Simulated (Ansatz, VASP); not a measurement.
## One calculation of PbS, two programs

Contents of INCAR:

```
SYSTEM = PbS
  PREC = Accurate
  ENCUT = 520
  EDIFF = 1E-7
  ISMEAR = -1
  SIGMA = 0.01
  LREAL = .False.
  LASPH = .True.
  NELM = 80
  ALGO = Normal
  ISIF = 2
  LWAVE = .False.
  LCHARG = .True.
  LELF = .True.
  LVHAR = .True.
  NBANDS = 17
```

File KPOINTS:

```
Automatic mesh
0
Gamma
  7 7 7
  0 0 0
```

Contents of POSCAR:

```
PbS
1.0
    0.0000000000      3.0040176323      3.0040176323
    3.0040176323      0.0000000000      3.0040176323
    3.0040176323      3.0040176323      0.0000000000
Pb S
1 1
Direct
    0.0000000000      0.0000000000      0.0000000000
    0.5000000000      0.5000000000      0.5000000000
```

Input for Ansatz:

```yaml
crystal:
  lattice:
    - [0.0, 3.0040176323, 3.0040176323]
    - [3.0040176323, 0.0, 3.0040176323]
    - [3.0040176323, 3.0040176323, 0.0]
  atoms:
    - { symbol: Pb, position: [0.0, 0.0, 0.0] }
    - { symbol: S, position: [0.5, 0.5, 0.5] }
kpoints:
  mp_grid: { grid: [7, 7, 7] }
  band_path:
    path:
      - [0.0, 0.0, 0.0]
      - [0.5, 0.0, 0.5]
      - [0.625, 0.25, 0.625]
      - [0.375, 0.375, 0.75]
      - [0.0, 0.0, 0.0]
      - [0.5, 0.5, 0.5]
      - [0.5, 0.25, 0.75]
      - [0.5, 0.0, 0.5]
    npoints: 5
scf:
  occupations: { method: fermi_dirac, width: 0.01 }
hamiltonian:
  xc: lda
  pseudopotentials: { kind: all_electron, lapw: { basis_error: 0.00025 } }
output:
  forces: true
  stress: true
  eigenvalues: true
```

Change from the starting cell: volume scaled by 1.04.

Alike in both runs: task single point; functional LDA; k mesh 7 × 7 × 7; occupations fermi-dirac, width 0.01 eV; no spin polarisation.

```csv
,VASP,Ansatz
version,VASP 6.6.1,Ansatz 0.2.0
potentials or method,"VASP PAW LDA potentials, release 64 (Pb_d, S), cutoff 520 eV","all-electron LAPW, scalar-relativistic"
```

```csv
,VASP,Ansatz,Ansatz less VASP
pressure (GPa),-4.5,-4.5,-0.02
```

LDA's correlation is that of Perdew and Zunger in VASP and of Perdew and Wang (1992) in Ansatz. Ansatz ran all-electron here, and VASP with PAW potentials.

Neither program's run includes spin-orbit coupling.
